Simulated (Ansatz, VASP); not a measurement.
**Two plane-wave programs on CsSnI3**

The input INCAR:

```
  PREC = Accurate
  ENCUT = 520
  EDIFF = 1E-7
  ISMEAR = -1
  SIGMA = 0.02
  LREAL = False
  LASPH = True
  NELM = 100
  ALGO = Normal
  ISIF = 2
  LWAVE = False
  LCHARG = False
  GGA = PE
  NBANDS = 30
```

Contents of KPOINTS:

```
Automatic mesh
0
Gamma
  4 4 4
```

POSCAR

```
CsSnI3
1.0
    6.3663205189      0.0000000000      0.0000000000
    0.0000000000      6.3663205189      0.0000000000
    0.0000000000      0.0000000000      6.2115700546
Cs Sn I
1 1 3
Direct
    0.0000000000      0.0000000000      0.0000000000
    0.5000000000      0.5000000000      0.5000000000
    0.5000000000      0.5000000000      0.0000000000
    0.5000000000      0.0000000000      0.5000000000
    0.0000000000      0.5000000000      0.5000000000
```

Input for Ansatz:

```yaml
crystal:
  lattice:
    - [6.3663205189, 0.0, 0.0]
    - [0.0, 6.3663205189, 0.0]
    - [0.0, 0.0, 6.2115700546]
  atoms:
    - { symbol: Cs, position: [0.0, 0.0, 0.0] }
    - { symbol: Sn, position: [0.5, 0.5, 0.5] }
    - { symbol: I, position: [0.5, 0.5, 0.0] }
    - { symbol: I, position: [0.5, 0.0, 0.5] }
    - { symbol: I, position: [0.0, 0.5, 0.5] }
kpoints:
  mp_grid: { grid: [4, 4, 4] }
  band_path:
    path: [[0.0, 0.0, 0.0], [0.0, 0.5, 0.0], [0.5, 0.5, 0.0], [0.5, 0.5, 0.5]]
    npoints: 1
hamiltonian:
  xc: pbe
scf:
  occupations: { method: fermi_dirac, width: 0.02 }
  n_extra_bands: 5
output:
  forces: true
  stress: true
  eigenvalues: true
```

Change from the starting cell: epitaxial_xy strain +2.0%.

Alike in both runs: task single point; functional PBE; k mesh 4 × 4 × 4; occupations fermi-dirac, width 0.02 eV; no spin polarisation.

|  | VASP | Ansatz |
| --- | --- | --- |
| version | VASP 6.6.1 | Ansatz 0.2.0 |
| potentials or method | VASP PAW PBE potentials, release 64 (Cs_sv, Sn_d, I) | plane waves, PAW |
| plane-wave cutoff (eV) | 520 | 420 |
| valence electrons in the cell | 44 | 74 |

```tsv
	VASP	Ansatz	Ansatz less VASP
pressure (GPa)	-0.1	-0.1	0.00
traceless stress, the component that is largest in VASP (GPa)	0.52	0.52	0.000
```

The functional is the same, so the differences come from potentials, cutoffs and numerics. VASP's potentials hold 44 valence electrons a cell and Ansatz's 74, so a difference there can come from the potentials and not from the codes.

Spin-orbit coupling is off throughout.
